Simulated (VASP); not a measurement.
# NiSb (P3m1) in VASP: single point with PBE

Aim: the single point of NiSb with PBE.

Everything below comes from runs of VASP 6.6.1. Logs are shortened: lines on timing, memory, paths and dates and some standing lists are left out, and cuts for length are marked.

**1. The cell of the first run**

The structure is trigonal, space group P3m1 (No. 156). The conventional cell has a = 3.928 Å, b = 3.928 Å, c = 5.120 Å, α = 90.00°, β = 90.00°, γ = 120.00°. Sb (site symmetry 3m) has 6 Ni at 2.56 to 2.65 Å and 6 Sb at 3.35 to 3.50 Å within 3.5 Å. Sb (site symmetry 3m) has 6 Ni at 2.60 Å and 6 Sb at 3.35 to 3.50 Å within 3.5 Å. Ni (site symmetry 3m) has 2 Ni at 2.56 Å and 6 Sb at 2.60 to 2.65 Å within 3.4 Å. Ni (site symmetry 3m) has 6 Sb at 2.56 to 2.60 Å and 2 Ni at 2.56 Å within 3.4 Å.

**2. Single point, PBE, collinear spin, ferromagnetic start**

Contents of INCAR:

```
SYSTEM = NiSb
  PREC = Accurate
  ENCUT = 520
  EDIFF = 1E-6
  ISMEAR = -1
  SIGMA = 0.02
  LREAL = .False.
  LASPH = .True.
  NELM = 150
  ALGO = Normal
  ISIF = 2
  LWAVE = .False.
  LCHARG = .False.
  ISPIN = 2
  MAGMOM = 0 0 1 1
  LORBIT = 11
  LMAXMIX = 4
  GGA = PE
  NBANDS = 27
```

Contents of KPOINTS:

```
regular mesh
0
Gamma
  10 10 6
  0 0 0
```

Contents of POSCAR:

```
NiSb
1.0
    3.9280000000      0.0000000000      0.0000000000
   -1.9640000000      3.4017477861      0.0000000000
    0.0000000000      0.0000000000      5.1200000000
Sb Ni
2 2
Direct
    0.6666666667      0.3333333333      0.7695312500
    0.3333333333      0.6666666667      0.2500000000
    0.0000000000      0.0000000000      0.5000000000
    0.0000000000      0.0000000000      0.0000000000
```

Potentials or basis: VASP PAW PBE potentials, release 64 (Sb, Ni).

Run with:

```sh
$ cat potpaw_PBE.64/Sb/POTCAR potpaw_PBE.64/Ni/POTCAR > POTCAR
$ mpirun -np 1 vasp_std > vasp.out
```

OUTCAR:

```text
SYSTEM = NiSb
   PREC = Accurate
   ENCUT = 520
   EDIFF = 1E-6
   ISMEAR = -1
   LREAL = .False.
   LASPH = .True.
   NELM = 150
   ISIF = 2
   ISPIN = 2
   LORBIT = 11
   GGA = PE

 ion  position               nearest neighbor table
   1  0.667  0.333  0.770-   4 2.56   4 2.56   4 2.56   3 2.65   3 2.65   3 2.65   2 3.35   2 3.35
                             2 3.35   2 3.50   2 3.50   2 3.50
   2  0.333  0.667  0.250-   3 2.60   4 2.60   3 2.60   4 2.60   3 2.60   4 2.60   1 3.35   1 3.35
                             1 3.35   1 3.50   1 3.50   1 3.50
   3  0.000  0.000  0.500-   4 2.56   4 2.56   2 2.60   2 2.60   2 2.60   1 2.65   1 2.65   1 2.65

   4  0.000  0.000  0.000-   1 2.56   1 2.56   1 2.56   3 2.56   3 2.56   2 2.60   2 2.60   2 2.60

  LATTYP: Found a hexagonal cell.
 ALAT       =     3.9280000000
 C/A-ratio  =     1.3034623218

  Lattice vectors:

 A1 = (   3.9280000000,   0.0000000000,   0.0000000000)
 A2 = (  -1.9640000000,   3.4017477861,   0.0000000000)
 A3 = (   0.0000000000,   0.0000000000,   5.1200000000)

Analysis of symmetry for initial positions (statically):
=====================================================================
 Subroutine PRICEL returns:
 Original cell was already a primitive cell.

 Routine SETGRP: Setting up the symmetry group for a
 hexagonal supercell.

 Subroutine GETGRP returns: Found  6 space group operations
 (whereof  6 operations were pure point group operations)
 out of a pool of 24 trial point group operations.

The static configuration has the point symmetry C_3v.

Analysis of symmetry for dynamics (positions and initial velocities):
=====================================================================
 Subroutine PRICEL returns:
 Original cell was already a primitive cell.

 Routine SETGRP: Setting up the symmetry group for a
 hexagonal supercell.

 Subroutine GETGRP returns: Found  6 space group operations
 (whereof  6 operations were pure point group operations)
 out of a pool of 24 trial point group operations.

The dynamic configuration has the point symmetry C_3v.

Analysis of structural, dynamic, and magnetic symmetry:
=====================================================================
 Subroutine PRICEL returns:
 Original cell was already a primitive cell.

 Routine SETGRP: Setting up the symmetry group for a
 hexagonal supercell.

 Subroutine GETGRP returns: Found  6 space group operations
 (whereof  6 operations were pure point group operations)
 out of a pool of 24 trial point group operations.

The overall configuration has the point symmetry C_3v.

 Subroutine INISYM returns: Found  6 space group operations
 (whereof  6 operations are pure point group operations),
 and found     1 'primitive' translations

----------------------------------------------------------------------------------------

                                     Primitive cell

  volume of cell :      68.4138

  direct lattice vectors                    reciprocal lattice vectors
     3.928000000  0.000000000  0.000000000     0.254582485  0.146983266  0.000000000
    -1.964000000  3.401747786  0.000000000     0.000000000  0.293966532  0.000000000
     0.000000000  0.000000000  5.120000000     0.000000000  0.000000000  0.195312500

  length of vectors
     3.928000000  3.928000000  5.120000000     0.293966532  0.293966532  0.195312500

  position of ions in fractional coordinates (direct lattice)
     0.666666667  0.333333333  0.769531250
     0.333333333  0.666666667  0.250000000
     0.000000000  0.000000000  0.500000000
     0.000000000  0.000000000  0.000000000

  ion indices of the primitive-cell ions
   primitive index   ion index
                 1           1
                 2           2
                 3           3
                 4           4

----------------------------------------------------------------------------------------

 KPOINTS: regular mesh

Automatic generation of k-mesh.
 Grid dimensions read from file:
 generate k-points for:   10   10    6

 Generating k-lattice:

  Cartesian coordinates                     Fractional coordinates (reciprocal lattice)
     0.025458248  0.014698327  0.000000000     0.100000000  0.000000000  0.000000000
     0.000000000  0.029396653  0.000000000     0.000000000  0.100000000  0.000000000
     0.000000000  0.000000000  0.032552083     0.000000000  0.000000000  0.166666667

  Length of vectors
     0.029396653  0.029396653  0.032552083

  Shift w.r.t. Gamma in fractional coordinates (k-lattice)
     0.000000000  0.000000000  0.000000000

 Subroutine IBZKPT returns following result:
 ===========================================

 Found     72 irreducible k-points:

 Following reciprocal coordinates:
            Coordinates               Weight
  0.000000  0.000000  0.000000      1.000000
  0.100000  0.000000  0.000000      6.000000
  0.200000  0.000000  0.000000      6.000000
  0.300000  0.000000  0.000000      6.000000
  0.400000  0.000000  0.000000      6.000000
  0.500000 -0.000000  0.000000      3.000000
[... 16 lines left out ...]
  0.000000  0.400000  0.166667      6.000000
  0.500000 -0.000000  0.166667      6.000000
 [... further k-points ...]
   k-points           NKPTS =     72   k-points in BZ     NKDIM =     72   number of bands    NBANDS=     27
   number of dos      NEDOS =    301   number of ions     NIONS =      4
   total plane-waves  NPLWV =  36000
   dimension x,y,z NGX =    30 NGY =   30 NGZ =   40
   dimension x,y,z NGXF=    60 NGYF=   60 NGZF=   80
   ions per type =               2   2
   NGX,Y,Z   is equivalent  to a cutoff of  12.70, 12.70, 12.99 a.u.
   NGXF,Y,Z  is equivalent  to a cutoff of  25.39, 25.39, 25.98 a.u.
 SYSTEM =  NiSb
   PREC   = accura    normal or accurate (medium, high low for compatibility)
   ISTART =      0    job   : 0-new  1-cont  2-samecut
   ICHARG =      2    charge: 1-file 2-atom 10-const
   ISPIN  =      2    spin polarized calculation?
   LNONCOLLINEAR =      F non collinear calculations
   LSORBIT =      F    spin-orbit coupling
   LASPH  =      T    aspherical Exc in radial PAW
   ENCUT  =  520.0 eV  38.22 Ry    6.18 a.u.   7.30  7.30  9.52*2*pi/ulx,y,z
   NELM   =    150;   NELMIN=  2; NELMDL= -5     # of ELM steps
   EDIFF  = 0.1E-05   stopping-criterion for ELM
   LREAL  =      F    real-space projection
[... 7 lines left out ...]
   TEBEG  =    0.0;   TEEND  =   0.0 temperature during run
   PSTRESS=    0.0 pullay stress
   NELECT =      30.0000    total number of electrons
   NUPDOWN=      -1.0000    fix difference up-down
   EMIN   =  10.00;   EMAX   =-10.00  energy-range for DOS
   EFERMI =   0.00;   METHOD = LEGACY
   ISMEAR =    -1;   SIGMA  =   0.02  broadening in eV -4-tet -1-fermi 0-gaus
   EFERMI_NEDOS =   21; number of points for ismear=-14 and -15
   IALGO  =     38    algorithm
   IMIX   =      4    mixing-type and parameters
     AMIX     =   0.40;   BMIX     =  1.00
     AMIX_MAG =   1.60;   BMIX_MAG =  1.00
  volume/ion in A,a.u.               =      17.10       115.42
  Fermi-wavevector in a.u.,A,eV,Ry     =   1.243753  2.350352 21.047138  1.546921
  Thomas-Fermi vector in A             =   2.378050
   LORBIT       =     11    0 simple, 1 ext, 2 COOP (PROOUT), +10 PAW based schemes
   GGA     = PE    functional components
   LHFCALC =     F    Hartree Fock is set to
   AEXX    =    0.0000 exact exchange contribution
   IVDW    =     0    specifies the selected vdW correction
   LEPSILON=     F    determine dielectric tensor
   LRPA    =     F    only Hartree local field effects (RPA)
 spin polarized calculation
  energy-cutoff  :      520.00
  volume of cell :       68.41
 maximum number of plane-waves:      1892
 NGX is ok and might be reduce to    30
   NGX = 15   NGY = 15   NGZ = 19

 number of electron      30.0000035 magnetization      -0.0011624

 number of electron      30.0000035 magnetization       0.0004899

 Free energy of the ion-electron system (eV)
  ---------------------------------------------------
  ext. energy  EPLUGINS =         0.00000000
  ---------------------------------------------------
  free energy    TOTEN  =       -20.25355975 eV

  energy without entropy =      -20.25101967  energy(sigma->0) =      -20.25228971

 E-fermi :  10.0658     XC(G=0): -11.5300

 val. band max:       10.0615285964   @ k =   0.5000  -0.0000   0.1667
 cond. band min:      10.0747589465   @ k =   0.1000   0.1000   0.5000
 fundamental gap:      0.0132303501
 Fermi energy:        10.0658325662

 spin component 1

 k-point     1 :       0.0000    0.0000    0.0000
  band No.  band energies     occupation
      1      -2.9521      1.00000
      2       1.6405      1.00000
      3       3.8114      1.00000
      4       6.1099      1.00000
      5       6.1099      1.00000
      6       6.9025      1.00000
[... 19 lines left out ...]
     26      19.7488      0.00000
     27      19.7488      0.00000

 k-point     2 :       0.1000    0.0000    0.0000
  band No.  band energies     occupation
      1      -2.8260      1.00000
      2       1.6326      1.00000
      3       3.9523      1.00000
      4       6.0772      1.00000
      5       6.1377      1.00000
      6       6.8551      1.00000
[... 19 lines left out ...]
     26      20.4005      0.00000
     27      20.4411      0.00000

 k-point     3 :       0.2000    0.0000    0.0000
  band No.  band energies     occupation
      1      -2.4528      1.00000
      2       1.5746      1.00000
      3       4.3675      1.00000
      4       5.8505      1.00000
      5       6.2180      1.00000
      6       6.6370      1.00000
[... 594 lines left out ...]
      1      -0.9486      1.00000
      2       0.7645      1.00000
      3       4.0542      1.00000
      4       5.5053      1.00000
      5       6.4988      1.00000
      6       6.7617      1.00000
[... 19 lines left out ...]
     26      23.1330      0.00000
     27      23.2037      0.00000

 k-point    24 :       0.5000   -0.0000    0.1667
  band No.  band energies     occupation
      1      -0.3545      1.00000
      2       0.3303      1.00000
      3       3.8532      1.00000
      4       5.5360      1.00000
      5       6.5217      1.00000
      6       6.6623      1.00000
[... 19 lines left out ...]
     26      22.8787      0.00000
     27      23.0007      0.00000

 [... further k-points ...]

 spin component 2

 k-point     1 :       0.0000    0.0000    0.0000
  band No.  band energies     occupation
      1      -2.9520      1.00000
      2       1.6405      1.00000
      3       3.8115      1.00000
      4       6.1099      1.00000
      5       6.1099      1.00000
      6       6.9025      1.00000
[... 19 lines left out ...]
     26      19.7489      0.00000
     27      19.7489      0.00000

 k-point     2 :       0.1000    0.0000    0.0000
  band No.  band energies     occupation
      1      -2.8259      1.00000
      2       1.6327      1.00000
      3       3.9525      1.00000
      4       6.0772      1.00000
      5       6.1377      1.00000
      6       6.8551      1.00000
[... 19 lines left out ...]
     26      20.4006      0.00000
     27      20.4412      0.00000

 k-point     3 :       0.2000    0.0000    0.0000
  band No.  band energies     occupation
      1      -2.4526      1.00000
      2       1.5746      1.00000
      3       4.3677      1.00000
      4       5.8506      1.00000
      5       6.2180      1.00000
      6       6.6370      1.00000
[... 594 lines left out ...]
      1      -0.9485      1.00000
      2       0.7646      1.00000
      3       4.0543      1.00000
      4       5.5054      1.00000
      5       6.4988      1.00000
      6       6.7618      1.00000
[... 19 lines left out ...]
     26      23.1332      0.00000
     27      23.2037      0.00000

 k-point    24 :       0.5000   -0.0000    0.1667
  band No.  band energies     occupation
      1      -0.3544      1.00000
      2       0.3304      1.00000
      3       3.8534      1.00000
      4       5.5362      1.00000
      5       6.5217      1.00000
      6       6.6624      1.00000
[... 19 lines left out ...]
     26      22.8790      0.00000
     27      23.0008      0.00000

 [... further k-points ...]

------------------------ aborting loop because EDIFF is reached ----------------------------------------

  FORCE on cell =-STRESS in cart. coord.  units (eV):
  Direction    XX          YY          ZZ          XY          YZ          ZX
  --------------------------------------------------------------------------------------
  -------------------------------------------------------------------------------------
  Total        1.7831192      1.7831192      1.4953254      0.0000000      0.0000000     -0.0000000
  in kB       41.7587432     41.7587432     35.0189195      0.0000000      0.0000000     -0.0000000
  external PRESSURE =      39.5121353 kB  Pullay stress =       0.0000000 kB

 VOLUME and BASIS-vectors are now :
 -----------------------------------------------------------------------------
  energy-cutoff  :      520.00
  volume of cell :       68.41
      direct lattice vectors                 reciprocal lattice vectors
     3.928000000  0.000000000  0.000000000     0.254582485  0.146983266  0.000000000
    -1.964000000  3.401747786  0.000000000     0.000000000  0.293966532  0.000000000
     0.000000000  0.000000000  5.120000000     0.000000000  0.000000000  0.195312500

 POSITION                                       TOTAL-FORCE (eV/Angst)
 -----------------------------------------------------------------------------------
      1.96400      1.13392      3.94000        -0.000000     -0.000000     -0.714923
     -0.00000      2.26783      1.28000         0.000000     -0.000000      0.324066
      0.00000      0.00000      2.56000        -0.000000      0.000000      0.182211
      0.00000      0.00000      0.00000         0.000000      0.000000      0.208646
 -----------------------------------------------------------------------------------
    total drift:                                0.000000     -0.000000     -0.000081

  FREE ENERGIE OF THE ION-ELECTRON SYSTEM (eV)
  ---------------------------------------------------
  free  energy   TOTEN  =       -20.2535597516 eV

  energy  without entropy=      -20.2510196747  energy(sigma->0) =      -20.25228971

 total charge

# of ion       s       p       d       tot
------------------------------------------
    1        1.131   1.225   0.077   2.432
    2        1.130   1.224   0.076   2.431
    3        0.440   0.460   8.462   9.362
    4        0.459   0.514   8.476   9.450
--------------------------------------------------
tot          3.161   3.423  17.092  23.676

 magnetization (x)

# of ion       s       p       d       tot
------------------------------------------
    1       -0.000   0.000   0.000   0.000
    2       -0.000   0.000   0.000   0.000
    3       -0.000   0.000  -0.000  -0.000
    4        0.000   0.000  -0.000  -0.000
--------------------------------------------------
tot         -0.000   0.000  -0.000  -0.000
```

Wall time 3.8 min (1 thread of Intel Xeon Platinum 8259CL at 2.50GHz (Skylake/Cascade Lake), shared host); peak memory 0.35 GiB.

What came out:

```yaml
Free_energy: -20.2536 eV
Pressure: 4.0 GPa
Largest_force: 0.715 eV/Å
Band_gap_on_the_k_mesh: zero (filled and empty bands overlap)
Net_moment: 0.00 μB per cell
Valence_electrons_inside_the_program's_atomic_spheres: Sb 2.43; Ni 9.36, 9.45
```

Forces on the atoms (eV/Å):
```
Sb   0.000  0.000 -0.715
Sb   0.000  0.000  0.324
Ni   0.000  0.000  0.182
Ni   0.000  0.000  0.209
```

Caveat: the cell stands under pressure; the moments typed at the start vanished in this run; spin-orbit coupling is left out, which moves the levels of the heavy elements.
